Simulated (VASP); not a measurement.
Set up this calculation in VASP 6.6.1, as the native input.

```
Task                   : single point
Functional             : PBE
Potentials or basis    : VASP PAW PBE potentials, release 64 (W_sv, S)
Cutoff                 : 520 eV
k mesh                 : 7 × 7 × 7
Occupations            : fermi-dirac, width 0.01 eV
Spin                   : non-collinear spin, zero start, spin-orbit coupling
Starting moments       : [[0.0, 0.0, 0.0], [0.0, 0.0, 0.0]] μB
Dipole correction      : no
Further INCAR settings : ALGO = Normal; EDIFF = 1e-07; NBANDS = 32
```

The structure of WS lies in POSCAR:

```
WS
1.0
    3.4448484800      0.0000000000      0.0000000000
    0.0000000000      3.4448484800      0.0000000000
    0.0000000000      0.0000000000      3.4448484800
W S
1 1
Direct
    0.5000000000      0.5000000000      0.5000000000
    0.0000000000      0.0000000000      0.0000000000
```

The input as run:

INCAR

```
SYSTEM = WS
PREC = Accurate ; ENCUT = 520
EDIFF = 1E-7 ; ISMEAR = -1
SIGMA = 0.01 ; LREAL = .False.
LASPH = .True. ; NELM = 150
ALGO = Normal ; ISIF = 2
LWAVE = .False. ; LCHARG = .False.
MAGMOM = 0 0 0 0 0 0 ; LORBIT = 11
LSORBIT = .True. ; GGA_COMPAT = .False.
LORBMOM = .True. ; LMAXMIX = 4
GGA = PE ; NBANDS = 32
```

KPOINTS

```
regular mesh
0
Gamma
  7 7 7
  0 0 0
```

Potentials or basis: VASP PAW PBE potentials, release 64 (W_sv, S).

The run is started by

```bash
$ cat potpaw_PBE.64/W_sv/POTCAR potpaw_PBE.64/S/POTCAR > POTCAR
$ mpirun -np 1 vasp_ncl > vasp.out
```

It gave:

| Property | Result |
| --- | --- |
| Pressure | -33.8 GPa |
| Net moment | 0.00 μB per cell |
| Valence electrons inside the program's atomic spheres | W 11.51; S 3.50 |

Caveat: the cell stands under tension.

Wall time 30 s on 1 thread of Intel(R) Xeon(R) Platinum 8488C (Sapphire Rapids), on a shared host, peak memory 0.25 GiB.
